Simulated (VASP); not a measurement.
# H4CO in VASP: notebook

The runs below take H4CO through single point, with PBE+D3(BJ).

Everything below comes from runs of VASP 6.6.1. Logs are shortened: lines on timing, memory, paths and dates and some standing lists are left out, and cuts for length are marked.

## 1. The cell of the first run

The cell holds a disordered packing, 36 atoms: a = 7.587 Å, b = 7.587 Å, c = 7.587 Å, α = 90.00°, β = 90.00°, γ = 90.00°.

## 2. Single point, PBE+D3(BJ)

The input, INCAR:

```
SYSTEM = H4CO
ALGO = Normal
EDIFF = 1E-6
ENCUT = 1000
GGA = PE
GGA_COMPAT = .FALSE.
ISIF = 2
ISMEAR = -1
IVDW = 12
LASPH = .TRUE.
LCHARG = .FALSE.
LREAL = Auto
LWAVE = .FALSE.
NBANDS = 66
NELM = 120
PREC = Accurate
SIGMA = 0.02
```

The input, KPOINTS:

```
k-points
0
G
  1 1 1
  0 0 0
```

The input, POSCAR:

```
H4CO
1.0
    7.5874210000      0.0000000000      0.0000000000
    0.0000000000      7.5874210000      0.0000000000
    0.0000000000      0.0000000000      7.5874210000
H O C
24 6 6
Direct
    0.6539903348      0.2705662438      0.2626979576
    0.5937854246      0.2207205848      0.3161153177
    0.1918702020      0.5530996632      0.7254507164
    0.1748551978      0.5685462821      0.6244282478
    0.1769639513      0.3431732601      0.4917349387
    0.2462233215      0.3421057036      0.4281164838
    0.8234682114      0.6410873998      0.3872330269
    0.7664923299      0.7105181062      0.4108115261
    0.6251794912      0.9525107411      0.3377432200
    0.5432939598      0.9378680846      0.2834428194
    0.2578478247      0.8681474245      0.5302065089
    0.1790595250      0.8528853216      0.4690131205
    0.6806528859      0.7053384806      0.8889318255
    0.6592885778      0.9564382944      0.8958775320
    1.0143235758      0.1545189070      0.6010869833
    0.9210244166      0.0551570817      0.3876152384
    0.0146294769      0.2956735892      0.8524108521
   -0.1497083133      0.1507626900      0.9722144059
    0.1054376711      0.5985169401      0.2844576570
    0.1202384842      0.7531676442      0.0829530877
    0.5452181973      0.5723683976      0.6437497010
    0.5292839293      0.3187907986      0.5840851588
    0.3756217033      0.2158836316      1.0253945313
    0.3248930038     -0.0241847658      1.0075887446
    0.8385721578      0.8441076355      1.0576979978
    0.7723968395      0.0452459406      0.6034593309
   -0.0578457423      0.3769528539      1.0895665339
    0.3520563838      0.6705835883      0.1974056797
    0.6292783806      0.3988838895      0.8097217750
    0.3411172255      0.1237706462      0.7835995920
    0.7296945827      0.8331816569      0.9397396032
    0.9049978906      0.0933650578      0.5283745294
   -0.0603498870      0.2691032961      0.9741913623
    0.1944402452      0.6780828426      0.1880612661
    0.5602035263      0.4306865271      0.6680662639
    0.3453874512      0.1057144450      0.9416770204
```

Potentials or basis: VASP PAW PBE potentials, release 64 (H_h, O_h, C_h).

Started as:

```console
> cat potpaw_PBE.64/H_h/POTCAR potpaw_PBE.64/O_h/POTCAR potpaw_PBE.64/C_h/POTCAR > POTCAR
> mpirun -np 1 vasp_gam > vasp.out
```

OUTCAR:

```text
SYSTEM = H4CO
   EDIFF = 1E-6
   ENCUT = 1000
   GGA = PE
   ISIF = 2
   ISMEAR = -1
   IVDW = 12
   LASPH = .TRUE.
   LREAL = Auto
   NELM = 120
   PREC = Accurate
 IVDW          = 12

 ion  position               nearest neighbor table
   1  0.654  0.271  0.263-   2 0.72
   2  0.594  0.221  0.316-   1 0.72
   3  0.192  0.553  0.725-   4 0.79
   4  0.175  0.569  0.624-   3 0.79
   5  0.177  0.343  0.492-   6 0.71
   6  0.246  0.342  0.428-   5 0.71
[... 22 lines left out ...]
  29  0.629  0.399  0.810-  35 1.22
  30  0.341  0.124  0.784-  36 1.21
  31  0.730  0.833  0.940-  13 1.11  14 1.13  25 1.22
  32  0.905  0.093  0.528-  15 1.10  16 1.11  26 1.21
  33  0.940  0.269  0.974-  17 1.10  18 1.13  27 1.20
  34  0.194  0.678  0.188-  20 1.13  19 1.16  28 1.20
  35  0.560  0.431  0.668-  22 1.09  21 1.10  29 1.22
  36  0.345  0.106  0.942-  23 1.07  24 1.12  30 1.21

  LATTYP: Found a simple cubic cell.
 ALAT       =     7.5874210000

  Lattice vectors:

 A1 = (   7.5874210000,   0.0000000000,   0.0000000000)
 A2 = (   0.0000000000,   7.5874210000,   0.0000000000)
 A3 = (   0.0000000000,   0.0000000000,   7.5874210000)

Analysis of symmetry for initial positions (statically):
=====================================================================
 Subroutine PRICEL returns:
 Original cell was already a primitive cell.

 Routine SETGRP: Setting up the symmetry group for a
 simple cubic supercell.

 Subroutine GETGRP returns: Found  1 space group operations
 (whereof  1 operations were pure point group operations)
 out of a pool of 48 trial point group operations.

The static configuration has the point symmetry C_1 .

Analysis of symmetry for dynamics (positions and initial velocities):
=====================================================================
 Subroutine PRICEL returns:
 Original cell was already a primitive cell.

 Routine SETGRP: Setting up the symmetry group for a
 simple cubic supercell.

 Subroutine GETGRP returns: Found  1 space group operations
 (whereof  1 operations were pure point group operations)
 out of a pool of 48 trial point group operations.

The dynamic configuration has the point symmetry C_1 .

 Subroutine INISYM returns: Found  1 space group operations
 (whereof  1 operations are pure point group operations),
 and found     1 'primitive' translations

----------------------------------------------------------------------------------------

                                     Primitive cell

  volume of cell :     436.7999

  direct lattice vectors                    reciprocal lattice vectors
     7.587421000  0.000000000  0.000000000     0.131797089  0.000000000  0.000000000
     0.000000000  7.587421000  0.000000000     0.000000000  0.131797089  0.000000000
     0.000000000  0.000000000  7.587421000     0.000000000  0.000000000  0.131797089

  length of vectors
     7.587421000  7.587421000  7.587421000     0.131797089  0.131797089  0.131797089

  position of ions in fractional coordinates (direct lattice)
     0.653990335  0.270566244  0.262697958
     0.593785425  0.220720585  0.316115318
     0.191870202  0.553099663  0.725450716
     0.174855198  0.568546282  0.624428248
     0.176963951  0.343173260  0.491734939
     0.246223321  0.342105704  0.428116484
[... 28 lines left out ...]
     0.560203526  0.430686527  0.668066264
     0.345387451  0.105714445  0.941677020

  ion indices of the primitive-cell ions
   primitive index   ion index
                 1           1
                 2           2
                 3           3
                 4           4
                 5           5
                 6           6
[... 28 lines left out ...]
                35          35
                36          36

----------------------------------------------------------------------------------------

 KPOINTS: k-points

Automatic generation of k-mesh.
 Grid dimensions read from file:
 generate k-points for:    1    1    1

 Generating k-lattice:

  Cartesian coordinates                     Fractional coordinates (reciprocal lattice)
[... 42 lines left out ...]
   TEBEG  =    0.0;   TEEND  =   0.0 temperature during run
   PSTRESS=    0.0 pullay stress
   NELECT =      84.0000    total number of electrons
   NUPDOWN=      -1.0000    fix difference up-down
   EMIN   =  10.00;   EMAX   =-10.00  energy-range for DOS
   EFERMI =   0.00;   METHOD = LEGACY
   ISMEAR =    -1;   SIGMA  =   0.02  broadening in eV -4-tet -1-fermi 0-gaus
   EFERMI_NEDOS =   21; number of points for ismear=-14 and -15
   IALGO  =     38    algorithm
   IMIX   =      4    mixing-type and parameters
     AMIX     =   0.40;   BMIX     =  1.00
     AMIX_MAG =   1.60;   BMIX_MAG =  1.00
  volume/ion in A,a.u.               =      12.13        81.88
  Fermi-wavevector in a.u.,A,eV,Ry     =   0.944946  1.785689 12.148959  0.892923
  Thomas-Fermi vector in A             =   2.072800
   LORBIT       =      0    0 simple, 1 ext, 2 COOP (PROOUT), +10 PAW based schemes
   GGA     = PE    functional components
   LHFCALC =     F    Hartree Fock is set to
   AEXX    =    0.0000 exact exchange contribution
   IVDW    =    12    specifies the selected vdW correction
   LEPSILON=     F    determine dielectric tensor
   LRPA    =     F    only Hartree local field effects (RPA)
 non-spin polarized calculation
  energy-cutoff  :     1000.00
  volume of cell :      436.80
 maximum number of plane-waves:     15720
 NGX is ok and might be reduce to    80
   NGX = 39   NGY = 39   NGZ = 39

 number of electron      84.0000002 magnetization

 Free energy of the ion-electron system (eV)
  ---------------------------------------------------
  ext. energy  EPLUGINS =         0.00000000
  ---------------------------------------------------
  free energy    TOTEN  =      -173.85899320 eV

  energy without entropy =     -173.85899320  energy(sigma->0) =     -173.85899320

 E-fermi :  -2.3158     XC(G=0):  -6.3536

 val. band max:       -2.8414704548   @ k =   0.0000   0.0000   0.0000
 cond. band min:       0.0294888683   @ k =   0.0000   0.0000   0.0000
 fundamental gap:      2.8709593231
 Fermi energy:        -2.3157655569

 k-point     1 :       0.0000    0.0000    0.0000
  band No.  band energies     occupation
      1     -23.8139      2.00000
      2     -23.7620      2.00000
      3     -23.6671      2.00000
      4     -23.5932      2.00000
      5     -23.3819      2.00000
      6     -23.3574      2.00000
[... 46 lines left out ...]
     53       4.0828      0.00000
     54       4.2708      0.00000
 [bands above 54 left out]

------------------------ aborting loop because EDIFF is reached ----------------------------------------

 Edisp (eV)   -1.28904

 E8    (eV) :    -0.2822

  FORCE on cell =-STRESS in cart. coord.  units (eV):
  Direction    XX          YY          ZZ          XY          YZ          ZX
  --------------------------------------------------------------------------------------
  -------------------------------------------------------------------------------------
  Total       2.93248     2.83717     3.41569    -0.74203     2.26452    -1.19335
  in kB      10.75630    10.40670    12.52872    -2.72175     8.30625    -4.37718
  external pressure =       11.23 kB  Pullay stress =        0.00 kB

 VOLUME and BASIS-vectors are now :
 -----------------------------------------------------------------------------
  energy-cutoff  :     1000.00
  volume of cell :      436.80
      direct lattice vectors                 reciprocal lattice vectors
     7.587421000  0.000000000  0.000000000     0.131797089  0.000000000  0.000000000
     0.000000000  7.587421000  0.000000000     0.000000000  0.131797089  0.000000000
     0.000000000  0.000000000  7.587421000     0.000000000  0.000000000  0.131797089

 POSITION                                       TOTAL-FORCE (eV/Angst)
 -----------------------------------------------------------------------------------
      4.96210      2.05290      1.99320         0.763918      0.823783     -0.708750
      4.50530      1.67470      2.39850        -0.733155     -0.512018      0.594452
      1.45580      4.19660      5.50430        -0.223730      0.217850     -0.897449
      1.32670      4.31380      4.73780         0.148109     -0.067091      1.151240
      1.34270      2.60380      3.73100        -0.917150     -0.052170      0.784155
      1.86820      2.59570      3.24830         1.012127     -0.088389     -1.057677
[... 28 lines left out ...]
      4.25050      3.26780      5.06890         1.026033      0.054628      1.635845
      2.62060      0.80210      7.14490         0.095375     -0.778109     -0.248222
 -----------------------------------------------------------------------------------
    total drift:                                0.003241     -0.003674      0.000315

  FREE ENERGIE OF THE ION-ELECTRON SYSTEM (eV)
  ---------------------------------------------------
  free  energy   TOTEN  =      -175.1480307573 eV

  energy  without entropy=     -175.1480307573  energy(sigma->0) =     -175.14803076
```

Wall time 2.3 min (1 thread of Intel Xeon Platinum 8488C (Sapphire Rapids), shared host); peak memory 0.89 GiB.

Results:

```
Free energy                : -175.1480 eV
Pressure                   : 1.1 GPa
Largest force              : 1.932 eV/Å
Band gap on the k mesh     : 2.87 eV
Dispersion energy per atom : -0.036 eV
```

Forces in eV/Å, atoms in the order of the input:
```
H    0.764  0.824 -0.709
H   -0.733 -0.512  0.594
H   -0.224  0.218 -0.897
H    0.148 -0.067  1.151
H   -0.917 -0.052  0.784
H    1.012 -0.088 -1.058
H    1.135 -1.422 -0.461
H   -1.138  1.349  0.511
H   -0.279 -0.111 -0.059
H    0.094 -0.139  0.110
H   -0.396  0.054 -0.248
H    0.366  0.122  0.354
H    0.276 -0.133 -0.156
H    0.249 -0.482 -0.209
H    0.293  0.332 -0.057
H    0.326  0.468 -0.151
H    0.304 -0.248 -0.332
H    0.490  0.273  0.272
H    0.577  0.776 -0.739
H    0.257 -0.187  0.393
H   -0.599  0.191 -1.098
H   -0.479  0.074 -0.812
H    0.201  0.932  0.858
H   -0.051 -0.005 -0.071
O    0.005 -0.233 -0.680
O   -0.143  0.246  0.264
O    0.109  0.438  1.272
O    0.931  0.089 -0.130
O    0.115 -0.166  0.290
O   -0.330 -0.232 -0.566
C   -0.521  0.765  1.065
C   -0.383 -1.162 -0.094
C   -0.903 -0.340 -1.093
C   -1.678 -0.847  0.315
C    1.026  0.055  1.636
C    0.095 -0.778 -0.248
```

Caveat: the k points lie up to 0.83 Å⁻¹ apart.

[end of part 1 of 2]
